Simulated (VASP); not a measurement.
# FeSe2 (Pnnm) in VASP: a series of runs

The runs below take FeSe2 through single point, with LDA.

Program: VASP 6.6.1. These are calculated values, not measurements. Logs are shortened: lines on timing, memory, paths and dates and some standing lists are left out, and cuts for length are marked.

### 1 The cell of the first run

The structure is orthorhombic, space group Pnnm (No. 58). The conventional cell has a = 4.788 Å, b = 5.746 Å, c = 3.584 Å, α = 90.00°, β = 90.00°, γ = 90.00°. Within 3.1 Å of Fe (site symmetry 2/m) lie 6 Se at 2.36 Å. Se (site symmetry m) has 3 Fe at 2.36 Å and 2 Se at 2.62 to 3.08 Å within 3.1 Å.

### 2 Single point, LDA (volume scaled by 1.06, then relaxed in part)

Contents of INCAR:

```
  ALGO = Normal
  EDIFF = 1E-6
  ENCUT = 520
  ISIF = 2
  ISMEAR = 0
  LASPH = True
  LCHARG = True
  LELF = True
  LREAL = False
  LVHAR = True
  LWAVE = False
  NBANDS = 29
  NELM = 100
  PREC = Accurate
  SIGMA = 0.02
```

Contents of KPOINTS:

```
k-points
0
Gamma
  8 6 10
```

Contents of POSCAR:

```
FeSe2
1.0
    4.7877054252      0.0000000000      0.0000000000
    0.0000000000      5.7455193734      0.0000000000
    0.0000000000      0.0000000000      3.5838184527
Fe Se
2 4
Direct
    0.0000000000      0.0000000000      0.0000000000
    0.5000000000      0.5000000000      0.5000000000
    0.2210927918      0.3663124578      0.0000000000
    0.7789072082      0.6336875422      0.0000000000
    0.7210927918      0.1336875422      0.5000000000
    0.2789072082      0.8663124578      0.5000000000
```

Potentials or basis: VASP PAW LDA potentials, release 64 (Fe, Se).

On the command line:

```
$ cat potpaw_LDA.64/Fe/POTCAR potpaw_LDA.64/Se/POTCAR > POTCAR
$ mpirun -np 1 vasp_std > vasp.out
```

OUTCAR:

```text
EDIFF = 1E-6
   ENCUT = 520
   ISIF = 2
   ISMEAR = 0
   LASPH = True
   LREAL = False
   NELM = 100
   PREC = Accurate

 ion  position               nearest neighbor table
   1  0.000  0.000  0.000-   3 2.36   4 2.36   5 2.36   6 2.36   5 2.36   6 2.36
   2  0.500  0.500  0.500-   5 2.36   6 2.36   3 2.36   4 2.36   3 2.36   4 2.36
   3  0.221  0.366  0.000-   1 2.36   2 2.36   2 2.36   4 2.62
   4  0.779  0.634  0.000-   1 2.36   2 2.36   2 2.36   3 2.62
   5  0.721  0.134  0.500-   2 2.36   1 2.36   1 2.36   6 2.62
   6  0.279  0.866  0.500-   2 2.36   1 2.36   1 2.36   5 2.62

  LATTYP: Found a simple orthorhombic cell.
 ALAT       =     3.5838184527
 B/A-ratio  =     1.3359229795
 C/A-ratio  =     1.6031837129

  Lattice vectors:

 A1 = (   0.0000000000,   0.0000000000,   3.5838184527)
 A2 = (   4.7877054252,   0.0000000000,   0.0000000000)
 A3 = (   0.0000000000,   5.7455193734,   0.0000000000)

Analysis of symmetry for initial positions (statically):
=====================================================================
 Subroutine PRICEL returns:
 Original cell was already a primitive cell.

 Routine SETGRP: Setting up the symmetry group for a
 simple orthorhombic supercell.

 Subroutine GETGRP returns: Found  8 space group operations
 (whereof  4 operations were pure point group operations)
 out of a pool of  8 trial point group operations.

The static configuration has the point symmetry C_2h.
 The point group associated with its full space group is D_2h.

Analysis of symmetry for dynamics (positions and initial velocities):
=====================================================================
 Subroutine PRICEL returns:
 Original cell was already a primitive cell.

 Routine SETGRP: Setting up the symmetry group for a
 simple orthorhombic supercell.

 Subroutine GETGRP returns: Found  8 space group operations
 (whereof  4 operations were pure point group operations)
 out of a pool of  8 trial point group operations.

The dynamic configuration has the point symmetry C_2h.
 The point group associated with its full space group is D_2h.

 Subroutine INISYM returns: Found  8 space group operations
 (whereof  4 operations are pure point group operations),
 and found     1 'primitive' translations

----------------------------------------------------------------------------------------

                                     Primitive cell

  volume of cell :      98.5832

  direct lattice vectors                    reciprocal lattice vectors
     4.787705425  0.000000000  0.000000000     0.208868322  0.000000000  0.000000000
     0.000000000  5.745519373  0.000000000     0.000000000  0.174048669  0.000000000
     0.000000000  0.000000000  3.583818453     0.000000000  0.000000000  0.279031991

  length of vectors
     4.787705425  5.745519373  3.583818453     0.208868322  0.174048669  0.279031991

  position of ions in fractional coordinates (direct lattice)
     0.000000000  0.000000000  0.000000000
     0.500000000  0.500000000  0.500000000
     0.221092792  0.366312458  0.000000000
     0.778907208  0.633687542  0.000000000
     0.721092792  0.133687542  0.500000000
     0.278907208  0.866312458  0.500000000

  ion indices of the primitive-cell ions
   primitive index   ion index
                 1           1
                 2           2
                 3           3
                 4           4
                 5           5
                 6           6

----------------------------------------------------------------------------------------

 KPOINTS: k-points

Automatic generation of k-mesh.
 Grid dimensions read from file:
 generate k-points for:    8    6   10

 Generating k-lattice:

  Cartesian coordinates                     Fractional coordinates (reciprocal lattice)
     0.026108540  0.000000000  0.000000000     0.125000000  0.000000000  0.000000000
     0.000000000  0.029008112  0.000000000     0.000000000  0.166666667  0.000000000
     0.000000000  0.000000000  0.027903199     0.000000000  0.000000000  0.100000000

  Length of vectors
     0.026108540  0.029008112  0.027903199

  Shift w.r.t. Gamma in fractional coordinates (k-lattice)
     0.000000000  0.000000000  0.000000000

 Subroutine IBZKPT returns following result:
 ===========================================

 Found    120 irreducible k-points:

 Following reciprocal coordinates:
            Coordinates               Weight
  0.000000  0.000000  0.000000      1.000000
  0.125000  0.000000  0.000000      2.000000
  0.250000  0.000000  0.000000      2.000000
  0.375000  0.000000  0.000000      2.000000
  0.500000  0.000000  0.000000      1.000000
  0.000000  0.166667  0.000000      2.000000
[... 16 lines left out ...]
  0.250000  0.000000  0.100000      4.000000
  0.375000  0.000000  0.100000      4.000000
 [... further k-points ...]
   k-points           NKPTS =    120   k-points in BZ     NKDIM =    120   number of bands    NBANDS=     29
   number of dos      NEDOS =    301   number of ions     NIONS =      6
   total plane-waves  NPLWV =  48384
   dimension x,y,z NGX =    36 NGY =   48 NGZ =   28
   dimension x,y,z NGXF=    72 NGYF=   96 NGZF=   56
   ions per type =               2   4
   NGX,Y,Z   is equivalent  to a cutoff of  12.50, 13.89, 12.99 a.u.
   NGXF,Y,Z  is equivalent  to a cutoff of  25.00, 27.78, 25.98 a.u.
 SYSTEM =  unknown system
   PREC   = accura    normal or accurate (medium, high low for compatibility)
   ISTART =      0    job   : 0-new  1-cont  2-samecut
   ICHARG =      2    charge: 1-file 2-atom 10-const
   ISPIN  =      1    spin polarized calculation?
   LNONCOLLINEAR =      F non collinear calculations
   LSORBIT =      F    spin-orbit coupling
   LASPH  =      T    aspherical Exc in radial PAW
   ENCUT  =  520.0 eV  38.22 Ry    6.18 a.u.   8.90 10.68  6.66*2*pi/ulx,y,z
   NELM   =    100;   NELMIN=  2; NELMDL= -5     # of ELM steps
   EDIFF  = 0.1E-05   stopping-criterion for ELM
   LREAL  =      F    real-space projection
   EDIFFG = 0.1E-04   stopping-criterion for IOM
   NSW    =      0    number of steps for IOM
   IBRION =     -1    ionic relax: 0-MD 1-quasi-New 2-CG
   NFREE  =      0    steps in history (QN), initial steepest desc. (CG)
   ISIF   =      2    stress and relaxation
   ISYM   =      2    0-nonsym 1-usesym 2-fastsym
   POTIM  = 0.5000    time-step for ionic-motion
   TEBEG  =    0.0;   TEEND  =   0.0 temperature during run
   PSTRESS=    0.0 pullay stress
   NELECT =      40.0000    total number of electrons
   NUPDOWN=      -1.0000    fix difference up-down
   EMIN   =  10.00;   EMAX   =-10.00  energy-range for DOS
   EFERMI =   0.00;   METHOD = LEGACY
   ISMEAR =     0;   SIGMA  =   0.02  broadening in eV -4-tet -1-fermi 0-gaus
   EFERMI_NEDOS =   21; number of points for ismear=-14 and -15
   IALGO  =     38    algorithm
   IMIX   =      4    mixing-type and parameters
     AMIX     =   0.40;   BMIX     =  1.00
     AMIX_MAG =   1.60;   BMIX_MAG =  1.00
  volume/ion in A,a.u.               =      16.43       110.88
  Fermi-wavevector in a.u.,A,eV,Ry     =   1.211976  2.290302 19.985396  1.468885
  Thomas-Fermi vector in A             =   2.347474
   LORBIT       =      0    0 simple, 1 ext, 2 COOP (PROOUT), +10 PAW based schemes
   GGA     = CA    functional components
   LHFCALC =     F    Hartree Fock is set to
   AEXX    =    0.0000 exact exchange contribution
   IVDW    =     0    specifies the selected vdW correction
   LEPSILON=     F    determine dielectric tensor
   LRPA    =     F    only Hartree local field effects (RPA)
 non-spin polarized calculation
 Gauss-broadening in eV      SIGMA  =   0.02
  energy-cutoff  :      520.00
  volume of cell :       98.58
 maximum number of plane-waves:      2684
 NGX is ok and might be reduce to    36
   NGX = 17   NGY = 21   NGZ = 13

 number of electron      39.9999997 magnetization

 Free energy of the ion-electron system (eV)
  ---------------------------------------------------
  ext. energy  EPLUGINS =         0.00000000
  ---------------------------------------------------
  free energy    TOTEN  =       -38.24852454 eV

  energy without entropy =      -38.24852454  energy(sigma->0) =      -38.24852454

 E-fermi :   6.2670     XC(G=0): -11.4516

 val. band max:        6.1876256405   @ k =   0.3750   0.0000   0.0000
 cond. band min:       6.4242389904   @ k =   0.0000   0.5000   0.5000
 fundamental gap:      0.2366133499
 Fermi energy:         6.2670191933

 k-point     1 :       0.0000    0.0000    0.0000
  band No.  band energies     occupation
      1      -9.9266      2.00000
      2      -7.5793      2.00000
      3      -6.7401      2.00000
      4      -6.1691      2.00000
      5      -0.9314      2.00000
      6       0.2884      2.00000
[... 21 lines left out ...]
     28      11.3065      0.00000
     29      13.0117      0.00000

 k-point     2 :       0.1250    0.0000    0.0000
  band No.  band energies     occupation
      1      -9.8413      2.00000
      2      -7.5572      2.00000
      3      -6.7450      2.00000
      4      -6.4220      2.00000
      5      -0.5444      2.00000
      6       0.1058      2.00000
[... 21 lines left out ...]
     28      11.5232      0.00000
     29      12.3443      0.00000

 k-point     3 :       0.2500    0.0000    0.0000
  band No.  band energies     occupation
      1      -9.5882      2.00000
      2      -7.5781      2.00000
      3      -6.9178      2.00000
      4      -6.7693      2.00000
      5      -0.3099      2.00000
      6      -0.1504      2.00000
[... 21 lines left out ...]
     28      11.4411      0.00000
     29      11.8956      0.00000

 k-point     4 :       0.3750    0.0000    0.0000
  band No.  band energies     occupation
      1      -9.1768      2.00000
      2      -8.0069      2.00000
      3      -7.0540      2.00000
      4      -6.8337      2.00000
      5      -0.6504      2.00000
      6      -0.6288      2.00000
[... 21 lines left out ...]
     28      11.4245      0.00000
     29      12.2476      0.00000

 k-point     5 :       0.5000    0.0000    0.0000
  band No.  band energies     occupation
      1      -8.6293      2.00000
      2      -8.6293      2.00000
      3      -6.9443      2.00000
      4      -6.9443      2.00000
      5      -0.7875      2.00000
      6      -0.7875      2.00000
[... 21 lines left out ...]
     28      11.2932      0.00000
     29      12.7079      0.00000
[... 510 lines left out ...]
     28      11.6838      0.00000
     29      12.6815      0.00000

 k-point    22 :       0.1250    0.0000    0.1000
  band No.  band energies     occupation
      1      -9.7614      2.00000
      2      -7.5559      2.00000
      3      -6.7096      2.00000
      4      -6.3972      2.00000
      5      -0.4654      2.00000
      6       0.1510      2.00000
[... 21 lines left out ...]
     28      11.8753      0.00000
     29      12.8617      0.00000

 k-point    23 :       0.2500    0.0000    0.1000
  band No.  band energies     occupation
      1      -9.5117      2.00000
      2      -7.5731      2.00000
      3      -6.8759      2.00000
      4      -6.7390      2.00000
      5      -0.2266      2.00000
      6      -0.1083      2.00000
[... 21 lines left out ...]
     28      12.1597      0.00000
     29      12.2515      0.00000

 k-point    24 :       0.3750    0.0000    0.1000
  band No.  band energies     occupation
      1      -9.1065      2.00000
      2      -7.9679      2.00000
      3      -7.0281      2.00000
      4      -6.8095      2.00000
      5      -0.5605      2.00000
      6      -0.5575      2.00000
[... 21 lines left out ...]
     28      11.9202      0.00000
     29      12.6741      0.00000

 [... further k-points ...]
[... 5 lines left out ...]
  --------------------------------------------------------------------------------------
  -------------------------------------------------------------------------------------
  Total       -4.4194844     -4.3271897     -4.3929437      0.0000000      0.0000000      0.0000000
  in kB      -71.8256339    -70.3256570    -71.3942948      0.0000000      0.0000000      0.0000000
  external PRESSURE =     -71.1818619 kB  Pullay stress =       0.0000000 kB

 VOLUME and BASIS-vectors are now :
 -----------------------------------------------------------------------------
  energy-cutoff  :      520.00
  volume of cell :       98.58
      direct lattice vectors                 reciprocal lattice vectors
     4.787705425  0.000000000  0.000000000     0.208868322  0.000000000  0.000000000
     0.000000000  5.745519373  0.000000000     0.000000000  0.174048669  0.000000000
     0.000000000  0.000000000  3.583818453     0.000000000  0.000000000  0.279031991

 POSITION                                       TOTAL-FORCE (eV/Angst)
 -----------------------------------------------------------------------------------
      0.00000      0.00000      0.00000         0.000000      0.000000      0.000000
      2.39385      2.87276      1.79191         0.000000      0.000000      0.000000
      1.05853      2.10466      0.00000        -0.010685      0.002030      0.000000
      3.72918      3.64086      0.00000         0.010685     -0.002030     -0.000000
      3.45238      0.76810      1.79191        -0.010685     -0.002030      0.000000
      1.33533      4.97742      1.79191         0.010685      0.002030     -0.000000
 -----------------------------------------------------------------------------------
    total drift:                               -0.000000      0.000000      0.000000

  FREE ENERGIE OF THE ION-ELECTRON SYSTEM (eV)
  ---------------------------------------------------
  free  energy   TOTEN  =       -38.2485245388 eV

  energy  without entropy=      -38.2485245387  energy(sigma->0) =      -38.24852454
```

It took 6.3 min on 1 thread of Oxide Virtual Turin-like, shared host; peak memory 0.35 GiB.

What came out:

| Item | Value |
| --- | --- |
| Free energy | -38.2485 eV |
| Pressure | -7.1 GPa |
| Largest force | 0.011 eV/Å |
| Band gap on the k mesh | 0.24 eV, indirect (least direct gap 0.77 eV) |

Forces in eV/Å, atoms in the order of the input:
```
Fe   0.000  0.000  0.000
Fe   0.000  0.000  0.000
Se  -0.011  0.002  0.000
Se   0.011 -0.002  0.000
Se  -0.011 -0.002  0.000
Se   0.011  0.002  0.000
```

(Part 1 of 2 ends here.)
